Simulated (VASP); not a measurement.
# In (P6_3/mmc) in VASP: further runs

The runs below take In through single point, with LDA.

Everything below comes from runs of VASP 6.6.1. Logs are shortened: lines on timing, memory, paths and dates and some standing lists are left out, and cuts for length are marked.

**1. The cell of the first run**

It takes space group P6_3/mmc (No. 194, hexagonal). Conventional cell: a = 3.273 Å, b = 3.273 Å, c = 10.619 Å, α = 90.00°, β = 90.00°, γ = 120.00°. In (site symmetry -3m) has 12 In at 3.26 to 3.27 Å within 4.3 Å. In (site symmetry -6m2) has 12 In at 3.26 to 3.27 Å within 4.3 Å.

**2. Single point, LDA**

INCAR

```
  PREC = Accurate
  ENCUT = 520
  EDIFF = 1E-6
  ISMEAR = -1
  SIGMA = 0.1
  LREAL = False
  LASPH = True
  NELM = 60
  ALGO = Normal
  ISIF = 2
  LWAVE = False
  LCHARG = False
  NBANDS = 34
```

KPOINTS

```
Automatic mesh
0
Gamma
  11 11 3
```

POSCAR

```
In
1.0
    3.2726878274      0.0000000000      0.0000000000
   -1.6363439137      2.8342307972      0.0000000000
    0.0000000000      0.0000000000     10.6189298052
In
4
Direct
    0.0000000000      0.0000000000      1.0000000000
    0.0000000000      0.0000000000      0.5000000000
    0.3333333333      0.6666666667      0.2500000000
    0.6666666667      0.3333333333      0.7500000000
```

Potentials or basis: VASP PAW LDA potentials, release 64 (In_d).

The run is started by

```sh
$ cat potpaw_LDA.64/In_d/POTCAR > POTCAR
$ mpirun -np 1 vasp_std > vasp.out
```

OUTCAR:

```text
PREC = Accurate
   ENCUT = 520
   EDIFF = 1E-6
   ISMEAR = -1
   LREAL = False
   LASPH = True
   NELM = 60
   ISIF = 2

 ion  position               nearest neighbor table
   1  0.000  0.000  0.000-   3 3.26   4 3.26   4 3.26   3 3.26   4 3.26   3 3.26
   2  0.000  0.000  0.500-   3 3.26   4 3.26   4 3.26   3 3.26   4 3.26   3 3.26
   3  0.333  0.667  0.250-   1 3.26   2 3.26   1 3.26   2 3.26   1 3.26   2 3.26
   4  0.667  0.333  0.750-   1 3.26   2 3.26   1 3.26   2 3.26   1 3.26   2 3.26

  LATTYP: Found a hexagonal cell.
 ALAT       =     3.2726878274
 C/A-ratio  =     3.2447121037

  Lattice vectors:

 A1 = (   3.2726878274,   0.0000000000,   0.0000000000)
 A2 = (  -1.6363439137,   2.8342307972,   0.0000000000)
 A3 = (   0.0000000000,   0.0000000000,  10.6189298052)

Analysis of symmetry for initial positions (statically):
=====================================================================
 Subroutine PRICEL returns:
 Original cell was already a primitive cell.

 Routine SETGRP: Setting up the symmetry group for a
 hexagonal supercell.

 Subroutine GETGRP returns: Found 24 space group operations
 (whereof 12 operations were pure point group operations)
 out of a pool of 24 trial point group operations.

The static configuration has the point symmetry D_3d.
 The point group associated with its full space group is D_6h.

Analysis of symmetry for dynamics (positions and initial velocities):
=====================================================================
 Subroutine PRICEL returns:
 Original cell was already a primitive cell.

 Routine SETGRP: Setting up the symmetry group for a
 hexagonal supercell.

 Subroutine GETGRP returns: Found 24 space group operations
 (whereof 12 operations were pure point group operations)
 out of a pool of 24 trial point group operations.

The dynamic configuration has the point symmetry D_3d.
 The point group associated with its full space group is D_6h.

 Subroutine INISYM returns: Found 24 space group operations
 (whereof 12 operations are pure point group operations),
 and found     1 'primitive' translations

----------------------------------------------------------------------------------------

                                     Primitive cell

  volume of cell :      98.4964

  direct lattice vectors                    reciprocal lattice vectors
     3.272687827  0.000000000  0.000000000     0.305559238  0.176414709  0.000000000
    -1.636343914  2.834230797  0.000000000     0.000000000  0.352829417  0.000000000
     0.000000000  0.000000000 10.618929805     0.000000000  0.000000000  0.094171448

  length of vectors
     3.272687827  3.272687827 10.618929805     0.352829417  0.352829417  0.094171448

  position of ions in fractional coordinates (direct lattice)
     0.000000000  0.000000000  0.000000000
     0.000000000  0.000000000  0.500000000
     0.333333333  0.666666667  0.250000000
     0.666666667  0.333333333  0.750000000

  ion indices of the primitive-cell ions
   primitive index   ion index
                 1           1
                 2           2
                 3           3
                 4           4

----------------------------------------------------------------------------------------

 KPOINTS: Automatic mesh

Automatic generation of k-mesh.
 Grid dimensions read from file:
 generate k-points for:   11   11    3

 Generating k-lattice:

  Cartesian coordinates                     Fractional coordinates (reciprocal lattice)
     0.027778113  0.016037701  0.000000000     0.090909091 -0.000000000  0.000000000
     0.000000000  0.032075402  0.000000000     0.000000000  0.090909091  0.000000000
     0.000000000  0.000000000  0.031390483     0.000000000  0.000000000  0.333333333

  Length of vectors
     0.032075402  0.032075402  0.031390483

  Shift w.r.t. Gamma in fractional coordinates (k-lattice)
     0.000000000  0.000000000  0.000000000

 Subroutine IBZKPT returns following result:
 ===========================================

 Found     32 irreducible k-points:

 Following reciprocal coordinates:
            Coordinates               Weight
  0.000000  0.000000  0.000000      1.000000
  0.090909  0.000000  0.000000      6.000000
  0.181818 -0.000000  0.000000      6.000000
  0.272727  0.000000  0.000000      6.000000
  0.363636 -0.000000  0.000000      6.000000
  0.454545  0.000000  0.000000      6.000000
[... 16 lines left out ...]
  0.090909  0.090909  0.333333     12.000000
  0.181818  0.090909  0.333333     24.000000
 [... further k-points ...]
   k-points           NKPTS =     32   k-points in BZ     NKDIM =     32   number of bands    NBANDS=     34
   number of dos      NEDOS =    301   number of ions     NIONS =      4
   total plane-waves  NPLWV =  46080
   dimension x,y,z NGX =    24 NGY =   24 NGZ =   80
   dimension x,y,z NGXF=    48 NGYF=   48 NGZF=  160
   ions per type =               4
   NGX,Y,Z   is equivalent  to a cutoff of  12.19, 12.19, 12.52 a.u.
   NGXF,Y,Z  is equivalent  to a cutoff of  24.38, 24.38, 25.05 a.u.
 SYSTEM =  unknown system
   PREC   = accura    normal or accurate (medium, high low for compatibility)
   ISTART =      0    job   : 0-new  1-cont  2-samecut
   ICHARG =      2    charge: 1-file 2-atom 10-const
   ISPIN  =      1    spin polarized calculation?
   LNONCOLLINEAR =      F non collinear calculations
   LSORBIT =      F    spin-orbit coupling
   LASPH  =      T    aspherical Exc in radial PAW
   ENCUT  =  520.0 eV  38.22 Ry    6.18 a.u.   6.09  6.09 19.74*2*pi/ulx,y,z
   NELM   =     60;   NELMIN=  2; NELMDL= -5     # of ELM steps
   EDIFF  = 0.1E-05   stopping-criterion for ELM
   LREAL  =      F    real-space projection
   EDIFFG = 0.1E-04   stopping-criterion for IOM
   NSW    =      0    number of steps for IOM
   IBRION =     -1    ionic relax: 0-MD 1-quasi-New 2-CG
   NFREE  =      0    steps in history (QN), initial steepest desc. (CG)
   ISIF   =      2    stress and relaxation
   ISYM   =      2    0-nonsym 1-usesym 2-fastsym
   POTIM  = 0.5000    time-step for ionic-motion
   TEBEG  =    0.0;   TEEND  =   0.0 temperature during run
   PSTRESS=    0.0 pullay stress
   NELECT =      52.0000    total number of electrons
   NUPDOWN=      -1.0000    fix difference up-down
   EMIN   =  10.00;   EMAX   =-10.00  energy-range for DOS
   EFERMI =   0.00;   METHOD = LEGACY
   ISMEAR =    -1;   SIGMA  =   0.10  broadening in eV -4-tet -1-fermi 0-gaus
   EFERMI_NEDOS =   21; number of points for ismear=-14 and -15
   IALGO  =     38    algorithm
   IMIX   =      4    mixing-type and parameters
     AMIX     =   0.40;   BMIX     =  1.00
     AMIX_MAG =   1.60;   BMIX_MAG =  1.00
  volume/ion in A,a.u.               =      24.62       166.17
  Fermi-wavevector in a.u.,A,eV,Ry     =   1.323130  2.500353 23.819343  1.750672
  Thomas-Fermi vector in A             =   2.452760
   LORBIT       =      0    0 simple, 1 ext, 2 COOP (PROOUT), +10 PAW based schemes
   GGA     = CA    functional components
   LHFCALC =     F    Hartree Fock is set to
   AEXX    =    0.0000 exact exchange contribution
   IVDW    =     0    specifies the selected vdW correction
   LEPSILON=     F    determine dielectric tensor
   LRPA    =     F    only Hartree local field effects (RPA)
 non-spin polarized calculation
  energy-cutoff  :      520.00
  volume of cell :       98.50
 maximum number of plane-waves:      2674
   NGX = 13   NGY = 13   NGZ = 39

 number of electron      52.0000061 magnetization

 Free energy of the ion-electron system (eV)
  ---------------------------------------------------
  ext. energy  EPLUGINS =         0.00000000
  ---------------------------------------------------
  free energy    TOTEN  =       -12.90303660 eV

  energy without entropy =      -12.84898094  energy(sigma->0) =      -12.87600877

 E-fermi :   7.9260     XC(G=0): -10.8196

 val. band max:        7.9065929062   @ k =   0.3636  -0.0000   0.0000
 cond. band min:       8.0297751973   @ k =   0.1818   0.1818   0.3333
 fundamental gap:      0.1231822911
 Fermi energy:         7.9259904980

 k-point     1 :       0.0000    0.0000    0.0000
  band No.  band energies     occupation
      1      -6.7890      2.00000
      2      -6.7338      2.00000
      3      -6.7186      2.00000
      4      -6.6960      2.00000
      5      -6.6960      2.00000
      6      -6.6887      2.00000
[... 26 lines left out ...]
     33      17.5975      0.00000
     34      18.6838      0.00000

 k-point     2 :       0.0909    0.0000    0.0000
  band No.  band energies     occupation
      1      -6.7746      2.00000
      2      -6.7280      2.00000
      3      -6.7280      2.00000
      4      -6.6987      2.00000
      5      -6.6896      2.00000
      6      -6.6821      2.00000
[... 26 lines left out ...]
     33      16.9857      0.00000
     34      17.6152      0.00000

 k-point     3 :       0.1818   -0.0000    0.0000
  band No.  band energies     occupation
      1      -6.7926      2.00000
      2      -6.7487      2.00000
      3      -6.7476      2.00000
      4      -6.6890      2.00000
      5      -6.6861      2.00000
      6      -6.6528      2.00000
[... 26 lines left out ...]
     33      15.8812      0.00000
     34      16.2021      0.00000

 k-point     4 :       0.2727    0.0000    0.0000
  band No.  band energies     occupation
      1      -6.8502      2.00000
      2      -6.7875      2.00000
      3      -6.7801      2.00000
      4      -6.7289      2.00000
      5      -6.7101      2.00000
      6      -6.6512      2.00000
[... 26 lines left out ...]
     33      14.8519      0.00000
     34      14.8609      0.00000

 k-point     5 :       0.3636   -0.0000    0.0000
  band No.  band energies     occupation
      1      -6.9031      2.00000
      2      -6.8309      2.00000
      3      -6.8083      2.00000
      4      -6.7863      2.00000
      5      -6.7552      2.00000
      6      -6.6850      2.00000
[... 621 lines left out ...]
 k-point    22 :       0.4545    0.0000    0.3333
  band No.  band energies     occupation
      1      -6.9185      2.00000
      2      -6.8807      2.00000
      3      -6.8220      2.00000
      4      -6.7945      2.00000
      5      -6.7628      2.00000
      6      -6.7403      2.00000
[... 26 lines left out ...]
     33      13.1240      0.00000
     34      14.2936      0.00000

 k-point    23 :       0.0909    0.0909    0.3333
  band No.  band energies     occupation
      1      -6.7533      2.00000
      2      -6.7474      2.00000
      3      -6.7311      2.00000
      4      -6.7253      2.00000
      5      -6.6821      2.00000
      6      -6.6587      2.00000
[... 26 lines left out ...]
     33      15.9707      0.00000
     34      16.8371      0.00000

 k-point    24 :       0.1818    0.0909    0.3333
  band No.  band energies     occupation
      1      -6.7928      2.00000
      2      -6.7763      2.00000
      3      -6.7353      2.00000
      4      -6.7155      2.00000
      5      -6.6859      2.00000
      6      -6.6523      2.00000
[... 26 lines left out ...]
     33      14.7063      0.00000
     34      15.3154      0.00000

 [... further k-points ...]
[... 5 lines left out ...]
  --------------------------------------------------------------------------------------
  -------------------------------------------------------------------------------------
  Total        0.0288522      0.0288522      0.0002983      0.0000000     -0.0000000      0.0000000
  in kB        0.4693205      0.4693205      0.0048516      0.0000000     -0.0000000      0.0000000
  external PRESSURE =       0.3144975 kB  Pullay stress =       0.0000000 kB

 VOLUME and BASIS-vectors are now :
 -----------------------------------------------------------------------------
  energy-cutoff  :      520.00
  volume of cell :       98.50
      direct lattice vectors                 reciprocal lattice vectors
     3.272687827  0.000000000  0.000000000     0.305559238  0.176414709  0.000000000
    -1.636343914  2.834230797  0.000000000     0.000000000  0.352829417  0.000000000
     0.000000000  0.000000000 10.618929805     0.000000000  0.000000000  0.094171448

 POSITION                                       TOTAL-FORCE (eV/Angst)
 -----------------------------------------------------------------------------------
      0.00000      0.00000      0.00000         0.000000      0.000000     -0.000000
      0.00000      0.00000      5.30946         0.000000      0.000000     -0.000000
     -0.00000      1.88949      2.65473        -0.000000     -0.000000      0.000000
      1.63634      0.94474      7.96420         0.000000      0.000000      0.000000
 -----------------------------------------------------------------------------------
    total drift:                               -0.000000      0.000000     -0.000000

  FREE ENERGIE OF THE ION-ELECTRON SYSTEM (eV)
  ---------------------------------------------------
  free  energy   TOTEN  =       -12.9030366044 eV

  energy  without entropy=      -12.8489809351  energy(sigma->0) =      -12.87600877
```

Wall time 50 s (1 thread of Intel Xeon Platinum 8488C (Sapphire Rapids), shared host); peak memory 0.2 GiB.

What came out:

- Free energy: -12.9030 eV
- Pressure: 0.0 GPa
- Band gap on the k mesh: zero (band 26 reaches 11.75 eV, above the bottom of band 27 at 6.81 eV)

Caveat: spin-orbit coupling is left out, which moves the levels of the heavy elements.

**3. Single point, LDA (volume scaled by 0.88)**

INCAR

```
SYSTEM = In
PREC = Accurate
ENCUT = 520
EDIFF = 1E-6
ISMEAR = -1
SIGMA = 0.1
LREAL = .FALSE.
LASPH = .TRUE.
NELM = 100
ALGO = Normal
ISIF = 2
LWAVE = .FALSE.
LCHARG = .FALSE.
GGA = CA
NBANDS = 34
```

KPOINTS

```
Automatic mesh
0
G
  12 12 4
  0 0 0
```

POSCAR

```
In
1.0
    3.1361642884      0.0000000000      0.0000000000
   -1.5680821442      2.7159979442      0.0000000000
    0.0000000000      0.0000000000     10.1759502259
In
4
Direct
    0.0000000000      0.0000000000      1.0000000000
    0.0000000000      0.0000000000      0.5000000000
    0.3333333333      0.6666666667      0.2500000000
    0.6666666667      0.3333333333      0.7500000000
```

Potentials or basis: VASP PAW LDA potentials, release 64 (In_d).

The run is started by

```sh
$ cat potpaw_LDA.64/In_d/POTCAR > POTCAR
$ mpirun -np 1 vasp_std > vasp.out
```

OUTCAR:

```text
SYSTEM = In
   PREC = Accurate
   ENCUT = 520
   EDIFF = 1E-6
   ISMEAR = -1
   LREAL = .FALSE.
   LASPH = .TRUE.
   NELM = 100
   ISIF = 2
   GGA = CA

 ion  position               nearest neighbor table
   1  0.000  0.000  0.000-   3 3.12   4 3.12   4 3.12   3 3.12   4 3.12   3 3.12
   2  0.000  0.000  0.500-   3 3.12   4 3.12   4 3.12   3 3.12   4 3.12   3 3.12
   3  0.333  0.667  0.250-   1 3.12   2 3.12   1 3.12   2 3.12   1 3.12   2 3.12
   4  0.667  0.333  0.750-   1 3.12   2 3.12   1 3.12   2 3.12   1 3.12   2 3.12

  LATTYP: Found a hexagonal cell.
 ALAT       =     3.1361642884
 C/A-ratio  =     3.2447121037

  Lattice vectors:

 A1 = (   3.1361642884,   0.0000000000,   0.0000000000)
 A2 = (  -1.5680821442,   2.7159979442,   0.0000000000)
 A3 = (   0.0000000000,   0.0000000000,  10.1759502259)

Analysis of symmetry for initial positions (statically):
=====================================================================
 Subroutine PRICEL returns:
 Original cell was already a primitive cell.

 Routine SETGRP: Setting up the symmetry group for a
 hexagonal supercell.

 Subroutine GETGRP returns: Found 24 space group operations
 (whereof 12 operations were pure point group operations)
[... 166 lines left out ...]
  free energy    TOTEN  =       -12.58269431 eV

  energy without entropy =      -12.53434071  energy(sigma->0) =      -12.55851751

 E-fermi :   9.6183     XC(G=0): -11.4573

 val. band max:        9.6061705687   @ k =   0.3333   0.3333   0.5000
 cond. band min:       9.6582980569   @ k =   0.2500   0.2500   0.0000
 fundamental gap:      0.0521274881
 Fermi energy:         9.6182686891

 k-point     1 :       0.0000    0.0000    0.0000
  band No.  band energies     occupation
      1      -5.4192      2.00000
      2      -5.3236      2.00000
      3      -5.2955      2.00000
      4      -5.2533      2.00000
      5      -5.2533      2.00000
      6      -5.2396      2.00000
[... 877 lines left out ...]
     33      16.8018      0.00000
     34      17.5687      0.00000

 [... further k-points ...]
[... 5 lines left out ...]
  --------------------------------------------------------------------------------------
  -------------------------------------------------------------------------------------
  Total        4.8103469      4.8103469      4.8998959      0.0000000      0.0000000      0.0000000
  in kB       88.9167869     88.9167869     90.5720553      0.0000000      0.0000000      0.0000000
  external PRESSURE =      89.4685430 kB  Pullay stress =       0.0000000 kB

 VOLUME and BASIS-vectors are now :
 -----------------------------------------------------------------------------
  energy-cutoff  :      520.00
  volume of cell :       86.68
      direct lattice vectors                 reciprocal lattice vectors
     3.136164288  0.000000000  0.000000000     0.318860847  0.184094396  0.000000000
    -1.568082144  2.715997944  0.000000000     0.000000000  0.368188791  0.000000000
     0.000000000  0.000000000 10.175950226     0.000000000  0.000000000  0.098270921

 POSITION                                       TOTAL-FORCE (eV/Angst)
 -----------------------------------------------------------------------------------
      0.00000      0.00000      0.00000         0.000000      0.000000     -0.000000
      0.00000      0.00000      5.08798         0.000000      0.000000     -0.000000
     -0.00000      1.81067      2.54399         0.000000      0.000000      0.000000
      1.56808      0.90533      7.63196        -0.000000     -0.000000      0.000000
 -----------------------------------------------------------------------------------
    total drift:                               -0.000000      0.000000     -0.000000

  FREE ENERGIE OF THE ION-ELECTRON SYSTEM (eV)
  ---------------------------------------------------
  free  energy   TOTEN  =       -12.5826943105 eV

  energy  without entropy=      -12.5343407060  energy(sigma->0) =      -12.55851751
```

stdout:

```text
POSCAR found type information on POSCAR In
 POSCAR found :  1 types and       4 ions
 scaLAPACK will be used
 LDA part: xc-table for (Slater(with rela. corr.)+CA(PZ))
 , standard interpolation
 POSCAR, INCAR and KPOINTS ok, starting setup
 FFT: planning ... GRIDC
 FFT: planning ... GRID_SOFT
 FFT: planning ... GRID
 WAVECAR not read
 entering main loop
```

Run time: 43 s. Hardware: 1 thread of Intel Xeon 6975P-C (Granite Rapids), shared host; peak memory 0.24 GiB.

Results:

```yaml
Free_energy: -12.5827 eV
Pressure: 8.9 GPa
Band_gap_on_the_k_mesh: zero (band 26 reaches 13.84 eV, above the bottom of band 27 at 8.23 eV)
```

Stress tensor (GPa, compression positive):
```
8.89 0.00 0.00
0.00 8.89 0.00
0.00 0.00 9.06
```

Caveat: spin-orbit coupling is left out, which moves the levels of the heavy elements.

(Continued in part 2 of 2.)
